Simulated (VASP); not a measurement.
# Si5C19 in VASP: notebook

Runs on Si5C19. Level: PBE. Tasks: single point, relaxation of cell and atoms.

Program: VASP 6.6.1. These are calculated values, not measurements. Logs are shortened: lines on timing, memory, paths and dates and some standing lists are left out, and cuts for length are marked.

**1. The cell of the first run**

The typed cell holds 24 atoms: a = 5.444 Å, b = 5.444 Å, c = 7.370 Å, α = 90.00°, β = 90.00°, γ = 120.00°.

**2. Single point, PBE**

The input, INCAR:

```
PREC = Accurate ; ENCUT = 520
EDIFF = 1E-6 ; ISMEAR = 0
SIGMA = 0.1 ; LREAL = Auto
LASPH = True ; NELM = 100
ALGO = Normal ; ISIF = 2
LWAVE = False ; LCHARG = True
GGA = PE ; LELF = True
LVHAR = True ; NBANDS = 66
ISYM = 0
```

The input, KPOINTS:

```
Automatic mesh
0
Gamma
  3 3 2
  0 0 0.5
```

The input, POSCAR:

```
Si5C19
1.0
   -3.8497100293     -3.8497860236      0.0001307798
    0.0000119883      3.8496432554      3.8496615715
   -4.2549755175      4.2551822916     -4.2552125961
C Si
19 5
Direct
    0.9837919080      0.9693359382      0.0492107000
    0.8383728451      0.1703109917      0.6196869627
    0.3302255545      0.1703222409      0.6197222341
    0.6831084789      0.3679702642      0.3493285558
    0.1662540250      0.3342497452      0.3340273338
    0.5311503973      0.5166934588      0.0491929236
    0.9837917312      0.5166973491      0.0492083310
    0.8329617417      0.6676083129      0.6384368741
    0.3302293498      0.6621527122      0.6197187484
    0.6831106856      0.8173863236      0.3493274030
    0.1325271630      0.8173872387      0.3493220862
    0.6734959724      0.3487072686      0.5644107591
    0.1662764515      0.3342640158      0.5444662669
    0.5069293093      0.5045864078      0.2673384213
    0.9959044808      0.5045814555      0.2673437053
    0.8329161171      0.6675783142      0.9974082474
    0.6734981495      0.8270397432      0.5644076323
    0.1518444115      0.8270478121      0.5644151100
    0.9959056203      0.9935702423      0.2673439838
    0.4997739223      0.0010083704      1.0172142889
    0.3049957633      0.1954459214      0.8823886883
    0.8888088177      0.1955251406      0.8822824696
    0.3050059352      0.6117932858      0.8823849638
    0.4995694215      0.0009071262      0.2973442743
```

Potentials or basis: VASP PAW PBE potentials, release 64 (C, Si).

Launch:

```
$ cat potpaw_PBE.64/C/POTCAR potpaw_PBE.64/Si/POTCAR > POTCAR
$ mpirun -np 1 vasp_std > vasp.out
```

OUTCAR:

```text
PREC = Accurate
   ENCUT = 520
   EDIFF = 1E-6
   ISMEAR = 0
   LREAL = Auto
   LASPH = True
   NELM = 100
   ISIF = 2
   GGA = PE
   ISYM = 0

 ion  position               nearest neighbor table
   1  0.984  0.969  0.049-  16 1.47  19 1.61  21 1.98  22 1.98
   2  0.838  0.170  0.620-  13 1.64  17 1.67  12 1.67  22 1.95
   3  0.330  0.170  0.620-  13 1.64  18 1.67  12 1.67  21 1.95
   4  0.683  0.368  0.349-  12 1.59  14 1.60  15 1.60  24 1.77
   5  0.166  0.334  0.334-  13 1.55  19 1.68  15 1.68  14 1.68
   6  0.531  0.517  0.049-  16 1.47  14 1.61  21 1.98  23 1.98
   7  0.984  0.517  0.049-  16 1.47  15 1.61  23 1.98  22 1.98
   8  0.833  0.668  0.638-  18 1.60  17 1.60  12 1.60
   9  0.330  0.662  0.620-  13 1.64  18 1.67  17 1.67  23 1.95
  10  0.683  0.817  0.349-  17 1.59  14 1.60  19 1.60  24 1.77
  11  0.133  0.817  0.349-  18 1.59  15 1.60  19 1.60  24 1.77
  12  0.673  0.349  0.564-   4 1.59   8 1.60   2 1.67   3 1.67  24 2.56
  13  0.166  0.334  0.544-   5 1.55   9 1.64   3 1.64   2 1.64
  14  0.507  0.505  0.267-   4 1.60  10 1.60   6 1.61   5 1.68
  15  0.996  0.505  0.267-  11 1.60   4 1.60   7 1.61   5 1.68
  16  0.833  0.668  0.997-   7 1.47   1 1.47   6 1.47
  17  0.673  0.827  0.564-  10 1.59   8 1.60   2 1.67   9 1.67  24 2.56
  18  0.152  0.827  0.564-  11 1.59   8 1.60   3 1.67   9 1.67  24 2.56
  19  0.996  0.994  0.267-  11 1.60  10 1.60   1 1.61   5 1.68
  20  0.500  0.001  0.017-  24 2.06  22 2.09  21 2.09  23 2.09
  21  0.305  0.195  0.882-   3 1.95   6 1.98   1 1.98  20 2.09  22 2.27  23 2.27
  22  0.889  0.196  0.882-   2 1.95   7 1.98   1 1.98  20 2.09  21 2.27  23 2.27
  23  0.305  0.612  0.882-   9 1.95   6 1.98   7 1.98  20 2.09  22 2.27  21 2.27
  24  0.500  0.001  0.297-  11 1.77  10 1.77   4 1.77  20 2.06  18 2.56  17 2.56  12 2.56

IMPORTANT INFORMATION: All symmetrisations will be switched off!
NOSYMM: (Re-)initialisation of all symmetry stuff for point group C_1.

----------------------------------------------------------------------------------------

                                     Primitive cell

  volume of cell :     189.1867

  direct lattice vectors                    reciprocal lattice vectors
    -3.849710029 -3.849786024  0.000130780    -0.173173169 -0.086582005  0.086582132
     0.000011988  3.849643255  3.849661571    -0.086586956  0.086591130  0.173172645
    -4.254975518  4.255182292 -4.255212596    -0.078339946  0.078335739 -0.078335122

  length of vectors
     5.444365873  5.444230654  7.370090042     0.212089263  0.212094531  0.135683553

  position of ions in fractional coordinates (direct lattice)
     0.983791908  0.969335938  0.049210700
     0.838372845  0.170310992  0.619686963
     0.330225554  0.170322241  0.619722234
     0.683108479  0.367970264  0.349328556
     0.166254025  0.334249745  0.334027334
     0.531150397  0.516693459  0.049192924
[... 16 lines left out ...]
     0.305005935  0.611793286  0.882384964
     0.499569421  0.000907126  0.297344274

  ion indices of the primitive-cell ions
   primitive index   ion index
                 1           1
                 2           2
                 3           3
                 4           4
                 5           5
                 6           6
[... 16 lines left out ...]
                23          23
                24          24

----------------------------------------------------------------------------------------

 KPOINTS: Automatic mesh

Automatic generation of k-mesh.
 Grid dimensions read from file:
 generate k-points for:    3    3    2

 Generating k-lattice:

  Cartesian coordinates                     Fractional coordinates (reciprocal lattice)
    -0.057724390 -0.028860668  0.028860711     0.333333333 -0.000000000 -0.000000000
    -0.028862319  0.028863710  0.057724215    -0.000000000  0.333333333  0.000000000
    -0.039169973  0.039167869 -0.039167561     0.000000000  0.000000000  0.500000000

  Length of vectors
     0.070696421  0.070698177  0.067841776

  Shift w.r.t. Gamma in fractional coordinates (k-lattice)
     0.000000000  0.000000000  0.500000000

 Subroutine IBZKPT returns following result:
 ===========================================

 Found      9 irreducible k-points:

 Following reciprocal coordinates:
            Coordinates               Weight
 -0.000000  0.000000  0.250000      2.000000
  0.333333  0.000000  0.250000      2.000000
 -0.333333  0.000000  0.250000      2.000000
  0.000000  0.333333  0.250000      2.000000
 -0.333333  0.333333 -0.250000      2.000000
  0.333333  0.333333  0.250000      2.000000
  0.333333  0.333333 -0.250000      2.000000
 -0.333333  0.333333  0.250000      2.000000
  0.000000  0.333333 -0.250000      2.000000
   k-points           NKPTS =      9   k-points in BZ     NKDIM =      9   number of bands    NBANDS=     66
   number of dos      NEDOS =    301   number of ions     NIONS =     24
   total plane-waves  NPLWV =  89600
   dimension x,y,z NGX =    40 NGY =   40 NGZ =   56
   dimension x,y,z NGXF=    80 NGYF=   80 NGZF=  112
   ions per type =              19   5
   NGX,Y,Z   is equivalent  to a cutoff of  12.21, 12.21, 12.63 a.u.
   NGXF,Y,Z  is equivalent  to a cutoff of  24.43, 24.43, 25.26 a.u.
 SYSTEM =  unknown system
   PREC   = accura    normal or accurate (medium, high low for compatibility)
   ISTART =      0    job   : 0-new  1-cont  2-samecut
   ICHARG =      2    charge: 1-file 2-atom 10-const
   ISPIN  =      1    spin polarized calculation?
   LNONCOLLINEAR =      F non collinear calculations
   LSORBIT =      F    spin-orbit coupling
   LASPH  =      T    aspherical Exc in radial PAW
   ENCUT  =  520.0 eV  38.22 Ry    6.18 a.u.  10.12 10.12 13.70*2*pi/ulx,y,z
   NELM   =    100;   NELMIN=  2; NELMDL= -5     # of ELM steps
   EDIFF  = 0.1E-05   stopping-criterion for ELM
   LREAL  =      T    real-space projection
   EDIFFG = 0.1E-04   stopping-criterion for IOM
   NSW    =      0    number of steps for IOM
   IBRION =     -1    ionic relax: 0-MD 1-quasi-New 2-CG
   NFREE  =      0    steps in history (QN), initial steepest desc. (CG)
   ISIF   =      2    stress and relaxation
   ISYM   =      0    0-nonsym 1-usesym 2-fastsym
   POTIM  = 0.5000    time-step for ionic-motion
   TEBEG  =    0.0;   TEEND  =   0.0 temperature during run
   PSTRESS=    0.0 pullay stress
   NELECT =      96.0000    total number of electrons
   NUPDOWN=      -1.0000    fix difference up-down
   EMIN   =  10.00;   EMAX   =-10.00  energy-range for DOS
   EFERMI =   0.00;   METHOD = LEGACY
   ISMEAR =     0;   SIGMA  =   0.10  broadening in eV -4-tet -1-fermi 0-gaus
   EFERMI_NEDOS =   21; number of points for ismear=-14 and -15
   IALGO  =     38    algorithm
   IMIX   =      4    mixing-type and parameters
     AMIX     =   0.40;   BMIX     =  1.00
     AMIX_MAG =   1.60;   BMIX_MAG =  1.00
  volume/ion in A,a.u.               =       7.88        53.20
  Fermi-wavevector in a.u.,A,eV,Ry     =   1.305775  2.467557 23.198593  1.705048
  Thomas-Fermi vector in A             =   2.436622
   LORBIT       =      0    0 simple, 1 ext, 2 COOP (PROOUT), +10 PAW based schemes
   GGA     = PE    functional components
   LHFCALC =     F    Hartree Fock is set to
   AEXX    =    0.0000 exact exchange contribution
   IVDW    =     0    specifies the selected vdW correction
   LEPSILON=     F    determine dielectric tensor
   LRPA    =     F    only Hartree local field effects (RPA)
 non-spin polarized calculation
 Gauss-broadening in eV      SIGMA  =   0.10
  energy-cutoff  :      520.00
  volume of cell :      189.19
 maximum number of plane-waves:      5106
   NGX = 21   NGY = 21   NGZ = 27

 number of electron      96.0000004 magnetization

 Free energy of the ion-electron system (eV)
  ---------------------------------------------------
  ext. energy  EPLUGINS =         0.00000000
  ---------------------------------------------------
  free energy    TOTEN  =      -182.38570571 eV

  energy without entropy =     -182.37311656  energy(sigma->0) =     -182.37941113

 E-fermi :   9.9986     XC(G=0): -12.1119

 val. band max:        9.2964733995   @ k =  -0.3333   0.3333  -0.2500
 cond. band min:       9.9987093246   @ k =   0.3333   0.3333  -0.2500
 fundamental gap:      0.7022359251
 Fermi energy:         9.9986281851

 k-point     1 :      -0.0000    0.0000    0.2500
  band No.  band energies     occupation
      1     -10.4532      2.00000
      2      -8.7388      2.00000
      3      -6.7847      2.00000
      4      -6.2792      2.00000
      5      -6.2791      2.00000
      6      -6.0852      2.00000
[... 52 lines left out ...]
     59      13.6301      0.00000
     60      13.9820      0.00000

 k-point     2 :       0.3333    0.0000    0.2500
  band No.  band energies     occupation
      1      -9.9243      2.00000
      2      -8.4688      2.00000
      3      -7.9556      2.00000
      4      -6.6783      2.00000
      5      -6.6680      2.00000
      6      -6.3231      2.00000
[... 52 lines left out ...]
     59      14.4934      0.00000
     60      14.5558      0.00000

 k-point     3 :      -0.3333    0.0000    0.2500
  band No.  band energies     occupation
      1      -9.9241      2.00000
      2      -8.4783      2.00000
      3      -7.9365      2.00000
      4      -6.6870      2.00000
      5      -6.6105      2.00000
      6      -6.4353      2.00000
[... 52 lines left out ...]
     59      14.4123      0.00000
     60      14.5073      0.00000

 k-point     4 :       0.0000    0.3333    0.2500
  band No.  band energies     occupation
      1      -9.9240      2.00000
      2      -8.4784      2.00000
      3      -7.9364      2.00000
      4      -6.6872      2.00000
      5      -6.6105      2.00000
      6      -6.4353      2.00000
[... 52 lines left out ...]
     59      14.4121      0.00000
     60      14.5074      0.00000

 k-point     5 :      -0.3333    0.3333   -0.2500
  band No.  band energies     occupation
      1      -9.9240      2.00000
      2      -8.4784      2.00000
      3      -7.9364      2.00000
      4      -6.6872      2.00000
      5      -6.6105      2.00000
      6      -6.4353      2.00000
[... 52 lines left out ...]
     59      14.4121      0.00000
     60      14.5074      0.00000

 k-point     6 :       0.3333    0.3333    0.2500
  band No.  band energies     occupation
      1      -9.2858      2.00000
      2      -8.6999      2.00000
      3      -8.2057      2.00000
      4      -7.7167      2.00000
      5      -6.7605      2.00000
      6      -5.9716      2.00000
[... 52 lines left out ...]
     59      15.0237      0.00000
     60      15.2316      0.00000

 k-point     7 :       0.3333    0.3333   -0.2500
  band No.  band energies     occupation
      1      -9.2858      2.00000
      2      -8.6999      2.00000
      3      -8.2057      2.00000
      4      -7.7167      2.00000
      5      -6.7605      2.00000
      6      -5.9716      2.00000
[... 52 lines left out ...]
     59      15.0237      0.00000
     60      15.2316      0.00000

 k-point     8 :      -0.3333    0.3333    0.2500
  band No.  band energies     occupation
      1      -9.9243      2.00000
      2      -8.4688      2.00000
      3      -7.9554      2.00000
      4      -6.6785      2.00000
      5      -6.6682      2.00000
      6      -6.3231      2.00000
[... 52 lines left out ...]
     59      14.4933      0.00000
     60      14.5560      0.00000

 k-point     9 :       0.0000    0.3333   -0.2500
  band No.  band energies     occupation
      1      -9.9243      2.00000
      2      -8.4688      2.00000
      3      -7.9554      2.00000
      4      -6.6785      2.00000
      5      -6.6682      2.00000
      6      -6.3231      2.00000
[... 52 lines left out ...]
     59      14.4933      0.00000
     60      14.5561      0.00000
 [bands above 60 left out]

------------------------ aborting loop because EDIFF is reached ----------------------------------------

  FORCE on cell =-STRESS in cart. coord.  units (eV):
  Direction    XX          YY          ZZ          XY          YZ          ZX
  --------------------------------------------------------------------------------------
  -------------------------------------------------------------------------------------
  Total        0.0974463      0.0955837      0.0821650     -0.0306276     -0.0296925      0.0347454
  in kB        0.8252499      0.8094754      0.6958361     -0.2593780     -0.2514591      0.2942502
  external PRESSURE =       0.7768538 kB  Pullay stress =       0.0000000 kB

 VOLUME and BASIS-vectors are now :
 -----------------------------------------------------------------------------
  energy-cutoff  :      520.00
  volume of cell :      189.19
      direct lattice vectors                 reciprocal lattice vectors
    -3.849710029 -3.849786024  0.000130780    -0.173173169 -0.086582005  0.086582132
     0.000011988  3.849643255  3.849661571    -0.086586956  0.086591130  0.173172645
    -4.254975518  4.255182292 -4.255212596    -0.078339946  0.078335739 -0.078335122

 POSITION                                       TOTAL-FORCE (eV/Angst)
 -----------------------------------------------------------------------------------
     -3.99669      0.15361      3.52234        -0.004332      0.003558      0.019386
     -5.86424      0.06496     -1.98115         0.003380      0.006337     -0.008248
     -3.90817      2.02141     -1.98132        -0.006733     -0.009286     -0.005443
     -4.11615      0.27319     -0.06982         0.011305     -0.007431     -0.020095
     -2.06130      2.06805     -0.13459         0.006753     -0.007720      0.008678
     -2.25408      0.15359      1.77984         0.017896      0.005262     -0.003480
[... 16 lines left out ...]
     -4.92870      4.93569     -1.39950        -0.004344      0.003736     -0.004573
     -3.18839     -0.65449     -1.26171         0.001201     -0.000997      0.001230
 -----------------------------------------------------------------------------------
    total drift:                               -0.009142      0.005220     -0.024409

  FREE ENERGIE OF THE ION-ELECTRON SYSTEM (eV)
  ---------------------------------------------------
  free  energy   TOTEN  =      -182.3857057070 eV

  energy  without entropy=     -182.3731165590  energy(sigma->0) =     -182.37941113
```

Run time: 67 s. Hardware: 1 thread of Intel Xeon 6975P-C (Granite Rapids), shared host; peak memory 0.29 GiB.

What came out:

```
Free energy            : -182.3857 eV
Pressure               : 0.1 GPa
Largest force          : 0.038 eV/Å
Band gap on the k mesh : zero (bands 48 and 49 overlap by 0.48 eV)
```

Forces on the atoms (eV/Å):
```
C   -0.004  0.004  0.019
C    0.003  0.006 -0.008
C   -0.007 -0.009 -0.005
C    0.011 -0.007 -0.020
C    0.007 -0.008  0.009
C    0.018  0.005 -0.003
C   -0.010 -0.018 -0.011
C    0.000 -0.003 -0.003
C   -0.010  0.008  0.004
C    0.013  0.021  0.009
C   -0.021 -0.009  0.011
C   -0.004  0.005 -0.015
C   -0.004  0.005 -0.001
C    0.005  0.000  0.002
C    0.002 -0.002  0.002
C    0.010 -0.011  0.010
C   -0.004  0.018 -0.005
C   -0.014  0.006 -0.007
C    0.000  0.001  0.006
Si   0.022 -0.022  0.021
Si  -0.005  0.004 -0.004
Si  -0.005  0.005 -0.005
Si  -0.004  0.004 -0.005
Si   0.001 -0.001  0.001
```

Caveat: the k points lie up to 0.44 Å⁻¹ apart; semilocal functionals underestimate gaps, and a narrow one can read as zero.

(Continued in part 2 of 2.)

The gap in the log of VASP goes by the Fermi energy; the results here count the filled bands.